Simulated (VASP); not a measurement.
# LiF (P3_121) in VASP: a series of runs

Runs on LiF. Level: PBE. Tasks: single point.

Program: VASP 6.6.1. These are calculated values, not measurements. Logs are shortened: lines on timing, memory, paths and dates and some standing lists are left out, and cuts for length are marked.

## Step 1: The cell of the first run

Symmetry: P3_121, No. 152, trigonal system. The conventional cell has a = 4.711 Å, b = 4.711 Å, c = 2.781 Å, α = 90.00°, β = 90.00°, γ = 120.00°. Within 2.4 Å of Li (site symmetry 2) lie 4 F at 1.80 to 1.85 Å. Within 2.4 Å of F (site symmetry 2) lie 4 Li at 1.80 to 1.85 Å.

## Step 2: Single point, PBE (8.91 Å³/atom)

Input file INCAR:

```
PREC = Accurate
ENCUT = 520
EDIFF = 1E-6
ISMEAR = 0
SIGMA = 0.02
LREAL = False
LASPH = True
NELM = 80
ALGO = Normal
ISIF = 2
LWAVE = False
LCHARG = False
GGA = PE
NBANDS = 24
```

Input file KPOINTS:

```
regular mesh
0
Gamma
  6 6 8
```

Input file POSCAR:

```
LiF
1.0
    4.7113931255      0.0000000000      0.0000000000
   -2.3556965628      4.0801861338      0.0000000000
    0.0000000000      0.0000000000      2.7805583546
Li F
3 3
Direct
    0.6219683562      0.6219683562      0.0000000000
    0.3780316438      0.0000000000      0.3333333333
    0.0000000000      0.3780316438      0.6666666667
    0.0000000000      0.6385519856      0.1666666667
    0.3614480144      0.3614480144      0.5000000000
    0.6385519856      0.0000000000      0.8333333333
```

Potentials or basis: VASP PAW PBE potentials, release 64 (Li_sv, F).

On the command line:

```
$ cat potpaw_PBE.64/Li_sv/POTCAR potpaw_PBE.64/F/POTCAR > POTCAR
$ mpirun -np 1 vasp_std > vasp.out
```

OUTCAR:

```text
PREC = Accurate
   ENCUT = 520
   EDIFF = 1E-6
   ISMEAR = 0
   LREAL = False
   LASPH = True
   NELM = 80
   ISIF = 2
   GGA = PE

 ion  position               nearest neighbor table
   1  0.622  0.622  0.000-   6 1.80   4 1.80   5 1.85   5 1.85
   2  0.378  0.000  0.333-   4 1.80   5 1.80   6 1.85   6 1.85
   3  0.000  0.378  0.667-   6 1.80   5 1.80   4 1.85   4 1.85
   4  0.000  0.639  0.167-   2 1.80   1 1.80   3 1.85   3 1.85
   5  0.361  0.361  0.500-   2 1.80   3 1.80   1 1.85   1 1.85
   6  0.639  0.000  0.833-   3 1.80   1 1.80   2 1.85   2 1.85

  LATTYP: Found a hexagonal cell.
 ALAT       =     4.7113931255
 C/A-ratio  =     0.5901775293

  Lattice vectors:

 A1 = (   4.7113931255,   0.0000000000,   0.0000000000)
 A2 = (  -2.3556965628,   4.0801861338,   0.0000000000)
 A3 = (   0.0000000000,   0.0000000000,   2.7805583546)

Analysis of symmetry for initial positions (statically):
=====================================================================
 Subroutine PRICEL returns:
 Original cell was already a primitive cell.

 Routine SETGRP: Setting up the symmetry group for a
 hexagonal supercell.

 Subroutine GETGRP returns: Found  6 space group operations
 (whereof  2 operations were pure point group operations)
 out of a pool of 24 trial point group operations.

The static configuration has the point symmetry C_2 .
 The point group associated with its full space group is D_3 .

Analysis of symmetry for dynamics (positions and initial velocities):
=====================================================================
 Subroutine PRICEL returns:
 Original cell was already a primitive cell.

 Routine SETGRP: Setting up the symmetry group for a
 hexagonal supercell.

 Subroutine GETGRP returns: Found  6 space group operations
 (whereof  2 operations were pure point group operations)
 out of a pool of 24 trial point group operations.

The dynamic configuration has the point symmetry C_2 .
 The point group associated with its full space group is D_3 .

 Subroutine INISYM returns: Found  6 space group operations
 (whereof  2 operations are pure point group operations),
 and found     1 'primitive' translations

----------------------------------------------------------------------------------------

                                     Primitive cell

  volume of cell :      53.4517

  direct lattice vectors                    reciprocal lattice vectors
     4.711393125  0.000000000  0.000000000     0.212251445  0.122543429  0.000000000
    -2.355696563  4.080186134  0.000000000     0.000000000  0.245086858  0.000000000
     0.000000000  0.000000000  2.780558355     0.000000000  0.000000000  0.359639998

  length of vectors
     4.711393125  4.711393125  2.780558355     0.245086858  0.245086858  0.359639998

  position of ions in fractional coordinates (direct lattice)
     0.621968356  0.621968356  0.000000000
     0.378031644  0.000000000  0.333333333
     0.000000000  0.378031644  0.666666667
     0.000000000  0.638551986  0.166666667
     0.361448014  0.361448014  0.500000000
     0.638551986  0.000000000  0.833333333

  ion indices of the primitive-cell ions
   primitive index   ion index
                 1           1
                 2           2
                 3           3
                 4           4
                 5           5
                 6           6

----------------------------------------------------------------------------------------

 KPOINTS: regular mesh

Automatic generation of k-mesh.
 Grid dimensions read from file:
 generate k-points for:    6    6    8

 Generating k-lattice:

  Cartesian coordinates                     Fractional coordinates (reciprocal lattice)
     0.035375241  0.020423905  0.000000000     0.166666667  0.000000000  0.000000000
     0.000000000  0.040847810  0.000000000     0.000000000  0.166666667  0.000000000
     0.000000000  0.000000000  0.044955000     0.000000000  0.000000000  0.125000000

  Length of vectors
     0.040847810  0.040847810  0.044955000

  Shift w.r.t. Gamma in fractional coordinates (k-lattice)
     0.000000000  0.000000000  0.000000000

 Subroutine IBZKPT returns following result:
 ===========================================

 Found     44 irreducible k-points:

 Following reciprocal coordinates:
            Coordinates               Weight
  0.000000  0.000000  0.000000      1.000000
  0.166667  0.000000  0.000000      6.000000
  0.333333  0.000000  0.000000      6.000000
  0.500000  0.000000  0.000000      3.000000
  0.166667  0.166667  0.000000      6.000000
  0.333333  0.166667  0.000000     12.000000
[... 16 lines left out ...]
  0.500000  0.000000  0.250000      6.000000
  0.166667  0.166667  0.250000     12.000000
 [... further k-points ...]
   k-points           NKPTS =     44   k-points in BZ     NKDIM =     44   number of bands    NBANDS=     24
   number of dos      NEDOS =    301   number of ions     NIONS =      6
   total plane-waves  NPLWV =  31104
   dimension x,y,z NGX =    36 NGY =   36 NGZ =   24
   dimension x,y,z NGXF=    72 NGYF=   72 NGZF=   48
   ions per type =               3   3
   NGX,Y,Z   is equivalent  to a cutoff of  12.70, 12.70, 14.35 a.u.
   NGXF,Y,Z  is equivalent  to a cutoff of  25.41, 25.41, 28.70 a.u.
 SYSTEM =  unknown system
   PREC   = accura    normal or accurate (medium, high low for compatibility)
   ISTART =      0    job   : 0-new  1-cont  2-samecut
   ICHARG =      2    charge: 1-file 2-atom 10-const
   ISPIN  =      1    spin polarized calculation?
   LNONCOLLINEAR =      F non collinear calculations
   LSORBIT =      F    spin-orbit coupling
   LASPH  =      T    aspherical Exc in radial PAW
   ENCUT  =  520.0 eV  38.22 Ry    6.18 a.u.   8.76  8.76  5.17*2*pi/ulx,y,z
   NELM   =     80;   NELMIN=  2; NELMDL= -5     # of ELM steps
   EDIFF  = 0.1E-05   stopping-criterion for ELM
   LREAL  =      F    real-space projection
   EDIFFG = 0.1E-04   stopping-criterion for IOM
   NSW    =      0    number of steps for IOM
   IBRION =     -1    ionic relax: 0-MD 1-quasi-New 2-CG
   NFREE  =      0    steps in history (QN), initial steepest desc. (CG)
   ISIF   =      2    stress and relaxation
   ISYM   =      2    0-nonsym 1-usesym 2-fastsym
   POTIM  = 0.5000    time-step for ionic-motion
   TEBEG  =    0.0;   TEEND  =   0.0 temperature during run
   PSTRESS=    0.0 pullay stress
   NELECT =      30.0000    total number of electrons
   NUPDOWN=      -1.0000    fix difference up-down
   EMIN   =  10.00;   EMAX   =-10.00  energy-range for DOS
   EFERMI =   0.00;   METHOD = LEGACY
   ISMEAR =     0;   SIGMA  =   0.02  broadening in eV -4-tet -1-fermi 0-gaus
   EFERMI_NEDOS =   21; number of points for ismear=-14 and -15
   IALGO  =     38    algorithm
   IMIX   =      4    mixing-type and parameters
     AMIX     =   0.40;   BMIX     =  1.00
     AMIX_MAG =   1.60;   BMIX_MAG =  1.00
  volume/ion in A,a.u.               =       8.91        60.12
  Fermi-wavevector in a.u.,A,eV,Ry     =   1.350397  2.551880 24.811205  1.823572
  Thomas-Fermi vector in A             =   2.477905
   LORBIT       =      0    0 simple, 1 ext, 2 COOP (PROOUT), +10 PAW based schemes
   GGA     = PE    functional components
   LHFCALC =     F    Hartree Fock is set to
   AEXX    =    0.0000 exact exchange contribution
   IVDW    =     0    specifies the selected vdW correction
   LEPSILON=     F    determine dielectric tensor
   LRPA    =     F    only Hartree local field effects (RPA)
 non-spin polarized calculation
 Gauss-broadening in eV      SIGMA  =   0.02
  energy-cutoff  :      520.00
  volume of cell :       53.45
 maximum number of plane-waves:      1498
 NGX is ok and might be reduce to    36
   NGX = 17   NGY = 17   NGZ = 11

 number of electron      29.9999986 magnetization

 Free energy of the ion-electron system (eV)
  ---------------------------------------------------
  ext. energy  EPLUGINS =         0.00000000
  ---------------------------------------------------
  free energy    TOTEN  =       -28.47437716 eV

  energy without entropy =      -28.47437716  energy(sigma->0) =      -28.47437716

 E-fermi :  -1.6258     XC(G=0):  -9.3588

 val. band max:       -1.7247386893   @ k =   0.0000   0.0000   0.0000
 cond. band min:       6.5356804697   @ k =   0.0000   0.0000   0.0000
 fundamental gap:      8.2604191590
 Fermi energy:        -1.6258422576

 k-point     1 :       0.0000    0.0000    0.0000
  band No.  band energies     occupation
      1     -42.2922      2.00000
      2     -42.2200      2.00000
      3     -42.2200      2.00000
      4     -21.4976      2.00000
      5     -21.1994      2.00000
      6     -21.1994      2.00000
[... 16 lines left out ...]
     23      19.3031      0.00000
     24      19.3031      0.00000

 k-point     2 :       0.1667    0.0000    0.0000
  band No.  band energies     occupation
      1     -42.2872      2.00000
      2     -42.2238      2.00000
      3     -42.2213      2.00000
      4     -21.4795      2.00000
      5     -21.2180      2.00000
      6     -21.2049      2.00000
[... 16 lines left out ...]
     23      19.0427      0.00000
     24      19.4502      0.00000

 k-point     3 :       0.3333    0.0000    0.0000
  band No.  band energies     occupation
      1     -42.2740      2.00000
      2     -42.2346      2.00000
      3     -42.2237      2.00000
      4     -21.4306      2.00000
      5     -21.2670      2.00000
      6     -21.2150      2.00000
[... 16 lines left out ...]
     23      18.3507      0.00000
     24      19.4274      0.00000
[... 514 lines left out ...]
 k-point    23 :       0.5000    0.0000    0.2500
  band No.  band energies     occupation
      1     -42.2457      2.00000
      2     -42.2319      2.00000
      3     -42.2166      2.00000
      4     -21.3050      2.00000
      5     -21.2147      2.00000
      6     -21.1126      2.00000
[... 16 lines left out ...]
     23      17.1739      0.00000
     24      18.1530      0.00000

 k-point    24 :       0.1667    0.1667    0.2500
  band No.  band energies     occupation
      1     -42.2576      2.00000
      2     -42.2238      2.00000
      3     -42.2128      2.00000
      4     -21.3407      2.00000
      5     -21.2048      2.00000
      6     -21.0806      2.00000
[... 16 lines left out ...]
     23      17.2669      0.00000
     24      17.9189      0.00000

 [... further k-points ...]

------------------------ aborting loop because EDIFF is reached ----------------------------------------

  FORCE on cell =-STRESS in cart. coord.  units (eV):
  Direction    XX          YY          ZZ          XY          YZ          ZX
  --------------------------------------------------------------------------------------
  -------------------------------------------------------------------------------------
  Total        2.8788514      2.8788514      2.8464041     -0.0000000      0.0000000      0.0000000
  in kB       86.2915959     86.2915959     85.3190107     -0.0000000      0.0000000      0.0000000
  external PRESSURE =      85.9674008 kB  Pullay stress =       0.0000000 kB

 VOLUME and BASIS-vectors are now :
 -----------------------------------------------------------------------------
  energy-cutoff  :      520.00
  volume of cell :       53.45
      direct lattice vectors                 reciprocal lattice vectors
     4.711393125  0.000000000  0.000000000     0.212251445  0.122543429  0.000000000
    -2.355696563  4.080186134  0.000000000     0.000000000  0.245086858  0.000000000
     0.000000000  0.000000000  2.780558355     0.000000000  0.000000000  0.359639998

 POSITION                                       TOTAL-FORCE (eV/Angst)
 -----------------------------------------------------------------------------------
      1.46517      2.53775      0.00000         0.001775      0.003075     -0.000000
      1.78106      0.00000      0.92685        -0.003551      0.000000     -0.000000
     -0.89053      1.54244      1.85371         0.001775     -0.003075     -0.000000
     -1.50423      2.60541      0.46343        -0.000482      0.000835      0.000000
      0.85146      1.47478      1.39028        -0.000482     -0.000835     -0.000000
      3.00847      0.00000      2.31713         0.000964      0.000000      0.000000
 -----------------------------------------------------------------------------------
    total drift:                               -0.000005     -0.000011      0.000001

  FREE ENERGIE OF THE ION-ELECTRON SYSTEM (eV)
  ---------------------------------------------------
  free  energy   TOTEN  =       -28.4743771624 eV

  energy  without entropy=      -28.4743771624  energy(sigma->0) =      -28.47437716
```

Run time: 17 s. Hardware: 1 thread of Intel Xeon 6975P-C (Granite Rapids), shared host; peak memory 0.19 GiB.

What came out:

| Item | Value |
| --- | --- |
| Free energy | -28.4744 eV |
| Largest force | 0.004 eV/Å |
| Band gap on the k mesh | 8.26 eV |

Forces in eV/Å, atoms in the order of the input:
```
Li   0.002  0.003  0.000
Li  -0.004  0.000  0.000
Li   0.002 -0.003  0.000
F    0.000  0.001  0.000
F    0.000 -0.001  0.000
F    0.001  0.000  0.000
```

Caveat: the cutoff is under 1.25 times the usual one of these potentials, so pressure, stress and relaxed cells hold a basis-set (Pulay) error. A k mesh can miss the band edges.

## Step 3: Single point, PBE (9.21 Å³/atom)

This run uses another cell than the first one, of 9.21 Å³/atom.

Input file INCAR:

```
SYSTEM = LiF
PREC = Accurate ; ENCUT = 520
EDIFF = 1E-6 ; ISMEAR = 0
SIGMA = 0.02 ; LREAL = .FALSE.
LASPH = .TRUE. ; NELM = 60
ALGO = Normal ; ISIF = 2
LWAVE = .FALSE. ; LCHARG = .TRUE.
GGA = PE ; LELF = .TRUE.
LVHAR = .TRUE. ; NBANDS = 24
```

Input file KPOINTS:

```
Automatic mesh
0
G
  6 6 8
  0 0 0
```

Input file POSCAR:

```
LiF
1.0
    4.7584675949      0.0000000000      0.0000000000
   -2.3792337974      4.1209538202      0.0000000000
    0.0000000000      0.0000000000      2.8187411110
Li F
3 3
Direct
    0.6220142444      0.6220142444      0.0000000000
    0.3779857556      0.0000000000      0.3333333333
    0.0000000000      0.3779857556      0.6666666667
    0.0000000000      0.6372210536      0.1666666667
    0.3627789464      0.3627789464      0.5000000000
    0.6372210536      0.0000000000      0.8333333333
```

Potentials or basis: VASP PAW PBE potentials, release 64 (Li_sv, F).

On the command line:

```
$ cat potpaw_PBE.64/Li_sv/POTCAR potpaw_PBE.64/F/POTCAR > POTCAR
$ mpirun -np 1 vasp_std > vasp.out
```

OUTCAR:

```text
SYSTEM = LiF
   PREC = Accurate
   ENCUT = 520
   EDIFF = 1E-6
   ISMEAR = 0
   LREAL = .FALSE.
   LASPH = .TRUE.
   NELM = 60
   ISIF = 2
   GGA = PE

 ion  position               nearest neighbor table
   1  0.622  0.622  0.000-   6 1.83   4 1.83   5 1.87   5 1.87
   2  0.378  0.000  0.333-   4 1.83   5 1.83   6 1.87   6 1.87
   3  0.000  0.378  0.667-   6 1.83   5 1.83   4 1.87   4 1.87
   4  0.000  0.637  0.167-   2 1.83   1 1.83   3 1.87   3 1.87
   5  0.363  0.363  0.500-   2 1.83   3 1.83   1 1.87   1 1.87
   6  0.637  0.000  0.833-   3 1.83   1 1.83   2 1.87   2 1.87

[... 856 lines left out ...]
  -------------------------------------------------------------------------------------
  Total        2.0296910      2.0296910      2.0065811      0.0000000      0.0000000      0.0000000
  in kB       58.8329272     58.8329272     58.1630598      0.0000000      0.0000000      0.0000000
  external PRESSURE =      58.6096380 kB  Pullay stress =       0.0000000 kB

 VOLUME and BASIS-vectors are now :
 -----------------------------------------------------------------------------
  energy-cutoff  :      520.00
  volume of cell :       55.27
      direct lattice vectors                 reciprocal lattice vectors
     4.758467595  0.000000000  0.000000000     0.210151689  0.121331134  0.000000000
    -2.379233797  4.120953820  0.000000000     0.000000000  0.242662268  0.000000000
     0.000000000  0.000000000  2.818741111     0.000000000  0.000000000  0.354768303

 POSITION                                       TOTAL-FORCE (eV/Angst)
 -----------------------------------------------------------------------------------
      1.47992      2.56329      0.00000         0.002662      0.004610     -0.000000
      1.79863      0.00000      0.93958        -0.005324     -0.000000      0.000000
     -0.89932      1.55766      1.87916         0.002662     -0.004610      0.000000
     -1.51610      2.62596      0.46979        -0.000813      0.001408     -0.000000
      0.86314      1.49500      1.40937        -0.000813     -0.001408     -0.000000
      3.03220      0.00000      2.34895         0.001626     -0.000000      0.000000
 -----------------------------------------------------------------------------------
    total drift:                               -0.000004     -0.000010      0.000003

  FREE ENERGIE OF THE ION-ELECTRON SYSTEM (eV)
  ---------------------------------------------------
  free  energy   TOTEN  =       -28.5614395713 eV

  energy  without entropy=      -28.5614395713  energy(sigma->0) =      -28.56143957
```

Wall time 18 s (1 thread of Intel Xeon 6975P-C (Granite Rapids), shared host); peak memory 0.19 GiB.

Results:

| Quantity | Value |
| --- | --- |
| Free energy | -28.5614 eV |
| Largest force | 0.005 eV/Å |
| Band gap on the k mesh | 8.07 eV |

Forces in eV/Å, atoms in the order of the input:
```
Li   0.003  0.005  0.000
Li  -0.005  0.000  0.000
Li   0.003 -0.005  0.000
F   -0.001  0.001  0.000
F   -0.001 -0.001  0.000
F    0.002  0.000  0.000
```

Caveat: the cutoff is under 1.25 times the usual one of these potentials, so pressure, stress and relaxed cells hold a basis-set (Pulay) error. A k mesh can miss the band edges.

## Step 4: Single point, PBE (9.52 Å³/atom)

This run uses another cell than the first one, of 9.52 Å³/atom.

Input file INCAR:

```
ALGO = Normal
EDIFF = 1E-7
ENCUT = 520
GGA = PE
ISIF = 2
ISMEAR = 0
LASPH = T
LCHARG = T
LELF = T
LREAL = F
LVHAR = T
LWAVE = F
NBANDS = 24
NELM = 80
PREC = Accurate
SIGMA = 0.02
```

Input file KPOINTS:

```
k-points
0
Gamma
  6 6 8
```

Input file POSCAR:

```
LiF
1.0
    4.8044889787      0.0000000000      0.0000000000
   -2.4022444894      4.1608095078      0.0000000000
    0.0000000000      0.0000000000      2.8561530787
Li F
3 3
Direct
    0.6219519718      0.6219519718      0.0000000000
    0.3780480282      0.0000000000      0.3333333333
    0.0000000000      0.3780480282      0.6666666667
    0.0000000000      0.6359828711      0.1666666667
    0.3640171289      0.3640171289      0.5000000000
    0.6359828711      0.0000000000      0.8333333333
```

On the command line:

```
$ cat potpaw_PBE.64/Li_sv/POTCAR potpaw_PBE.64/F/POTCAR > POTCAR
$ mpirun -np 1 vasp_std > vasp.out
```

Wall time 20 s (1 thread of Intel Xeon 6975P-C (Granite Rapids), shared host); peak memory 0.19 GiB.

The run converged. Its results:

```yaml
Free_energy: -28.6195 eV
Largest_force: 0.006 eV/Å
Band_gap_on_the_k_mesh: 7.89 eV
```

Forces on the atoms (eV/Å):
```
Li   0.003  0.005  0.000
Li  -0.006  0.000  0.000
Li   0.003 -0.005  0.000
F   -0.001  0.002  0.000
F   -0.001 -0.002  0.000
F    0.003  0.000  0.000
```

Levels at points of the mesh, in eV from the valence-band top:
| k point | band 11 | band 12 | band 13 | band 14 | band 15 | band 16 | band 17 | band 18 | band 19 | band 20 |
| --- | --- | --- | --- | --- | --- | --- | --- | --- | --- | --- |
| (0.00, 0.00, 0.00) | -0.37 | -0.37 | -0.10 | -0.10 | 0.00 | 7.89 | 13.00 | 13.17 | 13.56 | 13.56 |
| (0.50, 0.00, 0.00) | -0.71 | -0.52 | -0.18 | -0.09 | -0.07 | 9.53 | 10.35 | 11.31 | 14.55 | 15.69 |
| (0.00, 0.00, 0.50) | -1.46 | -1.06 | -0.61 | -0.61 | -0.16 | 11.06 | 11.06 | 14.23 | 14.23 | 14.62 |
| (0.50, 0.00, 0.50) | -1.23 | -0.79 | -0.72 | -0.50 | -0.20 | 11.44 | 11.66 | 12.83 | 13.81 | 15.26 |

Caveat: the cutoff is under 1.25 times the usual one of these potentials, so pressure, stress and relaxed cells hold a basis-set (Pulay) error. A k mesh can miss the band edges.

[end of part 1 of 2]
